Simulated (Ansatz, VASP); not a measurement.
MgO: VASP beside Ansatz

```xyz
2
Lattice="0.0000 2.1652 2.1652 2.1652 0.0000 2.1652 2.1652 2.1652 0.0000" Properties=species:S:1:pos:R:3 pbc="T T T"
Mg    0.0000    0.0000    0.0000
O     2.1652    2.1652    2.1652
```

Alike in both runs: task single point; functional PBE; k mesh 8 × 8 × 8; occupations fermi-dirac, width 0.0005 eV; no spin polarisation.

|  | VASP | Ansatz |
| --- | --- | --- |
| version | VASP 6.6.1 | Ansatz 0.2.0 |
| potentials or method | VASP PAW PBE potentials, release 64 (Mg, O), cutoff 600 eV | PAW, plane waves, scalar-relativistic |
| valence electrons in the cell | 8 | 16 |

```tsv
	VASP	Ansatz	Ansatz less VASP
pressure (GPa)	-8.2	-7.2	+1.00
```

The functional is the same, so the differences come from potentials, cutoffs and numerics. VASP's potentials hold 8 valence electrons a cell and Ansatz's 16, so a difference there can come from the potentials and not from the codes.
